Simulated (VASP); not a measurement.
# Li (P6_3/mmc) in VASP: a series of runs

The runs below take Li through single point, with LDA.

Program: VASP 6.6.1. These are calculated values, not measurements. Logs are shortened: lines on timing, memory, paths and dates and some standing lists are left out, and cuts for length are marked.

### 1 The cell of the first run

Symmetry: P6_3/mmc, No. 194, hexagonal system. The conventional cell has a = 2.408 Å, b = 2.408 Å, c = 3.927 Å, α = 90.00°, β = 90.00°, γ = 120.00°. Within 3.2 Å of Li (site symmetry -6m2) lie 12 Li at 2.41 Å.

### 2 Single point, LDA (volume scaled by 0.52)

INCAR reads:

```
SYSTEM = Li
ALGO = Normal
EDIFF = 1E-6
ENCUT = 520
ISIF = 2
ISMEAR = -1
LASPH = .TRUE.
LCHARG = .FALSE.
LREAL = .FALSE.
LWAVE = .FALSE.
NBANDS = 10
NELM = 60
PREC = Accurate
SIGMA = 0.05
```

KPOINTS reads:

```
k-points
0
G
  14 14 8
  0 0 0
```

POSCAR reads:

```
Li
1.0
    2.4081483409      0.0000000000      0.0000000000
   -1.2040741705      2.0855176393      0.0000000000
    0.0000000000      0.0000000000      3.9270327870
Li
2
Direct
    0.3333333333      0.6666666667      0.2500000000
    0.6666666667      0.3333333333      0.7500000000
```

Potentials or basis: VASP PAW LDA potentials, release 64 (Li_sv).

Command:

```console
> cat potpaw_LDA.64/Li_sv/POTCAR > POTCAR
> mpirun -np 1 vasp_std > vasp.out
```

OUTCAR:

```text
SYSTEM = Li
   EDIFF = 1E-6
   ENCUT = 520
   ISIF = 2
   ISMEAR = -1
   LASPH = .TRUE.
   LREAL = .FALSE.
   NELM = 60
   PREC = Accurate

 ion  position               nearest neighbor table
   1  0.333  0.667  0.250-   2 2.41   2 2.41   2 2.41   2 2.41   2 2.41   2 2.41
   2  0.667  0.333  0.750-   1 2.41   1 2.41   1 2.41   1 2.41   1 2.41   1 2.41

  LATTYP: Found a hexagonal cell.
 ALAT       =     2.4081483409
 C/A-ratio  =     1.6307271111

  Lattice vectors:

 A1 = (   2.4081483409,   0.0000000000,   0.0000000000)
 A2 = (  -1.2040741705,   2.0855176393,   0.0000000000)
 A3 = (   0.0000000000,   0.0000000000,   3.9270327870)

Analysis of symmetry for initial positions (statically):
=====================================================================
 Subroutine PRICEL returns:
 Original cell was already a primitive cell.

 Routine SETGRP: Setting up the symmetry group for a
 hexagonal supercell.

 Subroutine GETGRP returns: Found 24 space group operations
 (whereof 12 operations were pure point group operations)
 out of a pool of 24 trial point group operations.

The static configuration has the point symmetry D_3d.
 The point group associated with its full space group is D_6h.

Analysis of symmetry for dynamics (positions and initial velocities):
=====================================================================
 Subroutine PRICEL returns:
 Original cell was already a primitive cell.

 Routine SETGRP: Setting up the symmetry group for a
 hexagonal supercell.

 Subroutine GETGRP returns: Found 24 space group operations
 (whereof 12 operations were pure point group operations)
 out of a pool of 24 trial point group operations.

The dynamic configuration has the point symmetry D_3d.
 The point group associated with its full space group is D_6h.

 Subroutine INISYM returns: Found 24 space group operations
 (whereof 12 operations are pure point group operations),
 and found     1 'primitive' translations

----------------------------------------------------------------------------------------

                                     Primitive cell

  volume of cell :      19.7225

  direct lattice vectors                    reciprocal lattice vectors
     2.408148341  0.000000000  0.000000000     0.415256811  0.239748632  0.000000000
    -1.204074170  2.085517639  0.000000000     0.000000000  0.479497263  0.000000000
     0.000000000  0.000000000  3.927032787     0.000000000  0.000000000  0.254645187

  length of vectors
     2.408148341  2.408148341  3.927032787     0.479497263  0.479497263  0.254645187

  position of ions in fractional coordinates (direct lattice)
     0.333333333  0.666666667  0.250000000
     0.666666667  0.333333333  0.750000000

  ion indices of the primitive-cell ions
   primitive index   ion index
                 1           1
                 2           2

----------------------------------------------------------------------------------------

 KPOINTS: k-points

Automatic generation of k-mesh.
 Grid dimensions read from file:
 generate k-points for:   14   14    8

 Generating k-lattice:

  Cartesian coordinates                     Fractional coordinates (reciprocal lattice)
     0.029661201  0.017124902  0.000000000     0.071428571  0.000000000  0.000000000
     0.000000000  0.034249805  0.000000000     0.000000000  0.071428571  0.000000000
     0.000000000  0.000000000  0.031830648     0.000000000  0.000000000  0.125000000

  Length of vectors
     0.034249805  0.034249805  0.031830648

  Shift w.r.t. Gamma in fractional coordinates (k-lattice)
     0.000000000  0.000000000  0.000000000

 Subroutine IBZKPT returns following result:
 ===========================================

 Found    120 irreducible k-points:

 Following reciprocal coordinates:
            Coordinates               Weight
  0.000000  0.000000  0.000000      1.000000
  0.071429  0.000000  0.000000      6.000000
  0.142857  0.000000  0.000000      6.000000
  0.214286  0.000000  0.000000      6.000000
  0.285714  0.000000  0.000000      6.000000
  0.357143  0.000000  0.000000      6.000000
[... 16 lines left out ...]
  0.285714  0.285714  0.000000      6.000000
  0.357143  0.285714  0.000000      6.000000
 [... further k-points ...]
   k-points           NKPTS =    120   k-points in BZ     NKDIM =    120   number of bands    NBANDS=     10
   number of dos      NEDOS =    301   number of ions     NIONS =      2
   total plane-waves  NPLWV =   9720
   dimension x,y,z NGX =    18 NGY =   18 NGZ =   30
   dimension x,y,z NGXF=    36 NGYF=   36 NGZF=   60
   ions per type =               2
   NGX,Y,Z   is equivalent  to a cutoff of  12.43, 12.43, 12.70 a.u.
   NGXF,Y,Z  is equivalent  to a cutoff of  24.85, 24.85, 25.40 a.u.
 SYSTEM =  Li
   PREC   = accura    normal or accurate (medium, high low for compatibility)
   ISTART =      0    job   : 0-new  1-cont  2-samecut
   ICHARG =      2    charge: 1-file 2-atom 10-const
   ISPIN  =      1    spin polarized calculation?
   LNONCOLLINEAR =      F non collinear calculations
   LSORBIT =      F    spin-orbit coupling
   LASPH  =      T    aspherical Exc in radial PAW
   ENCUT  =  520.0 eV  38.22 Ry    6.18 a.u.   4.48  4.48  7.30*2*pi/ulx,y,z
   NELM   =     60;   NELMIN=  2; NELMDL= -5     # of ELM steps
   EDIFF  = 0.1E-05   stopping-criterion for ELM
   LREAL  =      F    real-space projection
   EDIFFG = 0.1E-04   stopping-criterion for IOM
   NSW    =      0    number of steps for IOM
   IBRION =     -1    ionic relax: 0-MD 1-quasi-New 2-CG
   NFREE  =      0    steps in history (QN), initial steepest desc. (CG)
   ISIF   =      2    stress and relaxation
   ISYM   =      2    0-nonsym 1-usesym 2-fastsym
   POTIM  = 0.5000    time-step for ionic-motion
   TEBEG  =    0.0;   TEEND  =   0.0 temperature during run
   PSTRESS=    0.0 pullay stress
   NELECT =       6.0000    total number of electrons
   NUPDOWN=      -1.0000    fix difference up-down
   EMIN   =  10.00;   EMAX   =-10.00  energy-range for DOS
   EFERMI =   0.00;   METHOD = LEGACY
   ISMEAR =    -1;   SIGMA  =   0.05  broadening in eV -4-tet -1-fermi 0-gaus
   EFERMI_NEDOS =   21; number of points for ismear=-14 and -15
   IALGO  =     38    algorithm
   IMIX   =      4    mixing-type and parameters
     AMIX     =   0.40;   BMIX     =  1.00
     AMIX_MAG =   1.60;   BMIX_MAG =  1.00
  volume/ion in A,a.u.               =       9.86        66.55
  Fermi-wavevector in a.u.,A,eV,Ry     =   1.101044  2.080672 16.494316  1.212298
  Thomas-Fermi vector in A             =   2.237465
   LORBIT       =      0    0 simple, 1 ext, 2 COOP (PROOUT), +10 PAW based schemes
   GGA     = CA    functional components
   LHFCALC =     F    Hartree Fock is set to
   AEXX    =    0.0000 exact exchange contribution
   IVDW    =     0    specifies the selected vdW correction
   LEPSILON=     F    determine dielectric tensor
   LRPA    =     F    only Hartree local field effects (RPA)
 non-spin polarized calculation
  energy-cutoff  :      520.00
  volume of cell :       19.72
 maximum number of plane-waves:       551
 NGX is ok and might be reduce to    18
   NGX =  9   NGY =  9   NGZ = 15

 number of electron       6.0000010 magnetization

 Free energy of the ion-electron system (eV)
  ---------------------------------------------------
  ext. energy  EPLUGINS =         0.00000000
  ---------------------------------------------------
  free energy    TOTEN  =        -3.05972189 eV

  energy without entropy =       -3.05417203  energy(sigma->0) =       -3.05694696

 E-fermi :   3.3851     XC(G=0):  -9.2399

 val. band max:        3.3199934184   @ k =   0.2857   0.1429   0.5000
 cond. band min:       3.4242924754   @ k =   0.0714   0.0714   0.0000
 fundamental gap:      0.1042990569
 Fermi energy:         3.3850974789

 k-point     1 :       0.0000    0.0000    0.0000
  band No.  band energies     occupation
      1     -41.4424      2.00000
      2     -41.1837      2.00000
      3      -0.5173      2.00000
      4       2.9034      1.99987
      5       9.8478      0.00000
      6      23.5256      0.00000
      7      23.5256      0.00000
      8      25.7312      0.00000
      9      25.7312      0.00000
     10      27.0265      0.00000

 k-point     2 :       0.0714    0.0000    0.0000
  band No.  band energies     occupation
      1     -41.4312      2.00000
      2     -41.1786      2.00000
      3      -0.4362      2.00000
      4       3.0771      1.99578
      5       9.7764      0.00000
      6      22.1663      0.00000
      7      22.4525      0.00000
      8      25.8864      0.00000
      9      26.4972      0.00000
     10      26.8726      0.00000

 k-point     3 :       0.1429    0.0000    0.0000
  band No.  band energies     occupation
      1     -41.3994      2.00000
      2     -41.1645      2.00000
      3      -0.1902      2.00000
      4       3.5978      0.02803
      5       9.5596      0.00000
      6      19.6040      0.00000
      7      20.8556      0.00000
      8      25.9234      0.00000
      9      26.2887      0.00000
     10      26.5189      0.00000

 k-point     4 :       0.2143    0.0000    0.0000
  band No.  band energies     occupation
      1     -41.3520      2.00000
      2     -41.1453      2.00000
      3       0.2300      2.00000
      4       4.4642      0.00000
      5       9.1628      0.00000
      6      17.1614      0.00000
      7      19.4307      0.00000
      8      23.3565      0.00000
      9      23.6028      0.00000
     10      26.0291      0.00000
[... 222 lines left out ...]
 k-point    22 :       0.3571    0.2143    0.0000
  band No.  band energies     occupation
      1     -41.1591      2.00000
      2     -41.1092      2.00000
      3       3.8137      0.00038
      4       6.5603      0.00000
      5       9.5859      0.00000
      6      11.1618      0.00000
      7      13.7090      0.00000
      8      13.9761      0.00000
      9      19.2051      0.00000
     10      22.7065      0.00000

 k-point    23 :       0.2857    0.2857    0.0000
  band No.  band energies     occupation
      1     -41.1547      2.00000
      2     -41.1098      2.00000
      3       3.9220      0.00004
      4       7.7211      0.00000
      5       7.9402      0.00000
      6      11.0650      0.00000
      7      13.5725      0.00000
      8      15.2226      0.00000
      9      17.5492      0.00000
     10      23.3165      0.00000

 k-point    24 :       0.3571    0.2857    0.0000
  band No.  band energies     occupation
      1     -41.1369      2.00000
      2     -41.1174      2.00000
      3       4.7071      0.00000
      4       6.7851      0.00000
      5       7.8170      0.00000
      6      12.6653      0.00000
      7      13.2723      0.00000
      8      13.7558      0.00000
      9      16.9058      0.00000
     10      23.3448      0.00000

 [... further k-points ...]

------------------------ aborting loop because EDIFF is reached ----------------------------------------

  FORCE on cell =-STRESS in cart. coord.  units (eV):
  Direction    XX          YY          ZZ          XY          YZ          ZX
  --------------------------------------------------------------------------------------
  -------------------------------------------------------------------------------------
  Total        3.6194944      3.6194944      3.6429530     -0.0000000      0.0000000      0.0000000
  in kB      294.0335322    294.0335322    295.9392184     -0.0000000      0.0000000      0.0000000
  external PRESSURE =     294.6687609 kB  Pullay stress =       0.0000000 kB

 VOLUME and BASIS-vectors are now :
 -----------------------------------------------------------------------------
  energy-cutoff  :      520.00
  volume of cell :       19.72
      direct lattice vectors                 reciprocal lattice vectors
     2.408148341  0.000000000  0.000000000     0.415256811  0.239748632  0.000000000
    -1.204074170  2.085517639  0.000000000     0.000000000  0.479497263  0.000000000
     0.000000000  0.000000000  3.927032787     0.000000000  0.000000000  0.254645187

 POSITION                                       TOTAL-FORCE (eV/Angst)
 -----------------------------------------------------------------------------------
     -0.00000      1.39035      0.98176        -0.000000     -0.000000      0.000000
      1.20407      0.69517      2.94527         0.000000      0.000000      0.000000
 -----------------------------------------------------------------------------------
    total drift:                                0.000000     -0.000000      0.000000

  FREE ENERGIE OF THE ION-ELECTRON SYSTEM (eV)
  ---------------------------------------------------
  free  energy   TOTEN  =        -3.0597218913 eV

  energy  without entropy=       -3.0541720333  energy(sigma->0) =       -3.05694696
```

It took 10 s on 1 thread of Intel Xeon 6975P-C, shared host; peak memory 0.12 GiB.

What came out:

- Free energy: -3.0597 eV
- Band gap on the k mesh: zero (band 3 reaches 6.05 eV, above the bottom of band 4 at 0.62 eV)

Levels at points of the mesh, in eV from the Fermi level:
```tsv
k point	band 1	band 2	band 3	band 4	band 5	band 6	band 7
(0.00, 0.00, 0.00)	-44.83	-44.57	-3.90	-0.48	6.46	20.14	20.14
(0.50, 0.00, 0.00)	-44.57	-44.49	-0.40	2.18	7.22	8.91	11.20
(0.00, 0.00, 0.50)	-44.70	-44.70	-2.76	-2.76	13.23	13.23	21.70
(0.50, 0.00, 0.50)	-44.53	-44.53	0.66	0.66	6.77	6.77	15.68
```

Caveat: the cutoff is under 1.25 times the usual one of these potentials, so pressure, stress and relaxed cells hold a basis-set (Pulay) error.

(Continued in part 2 of 2.)
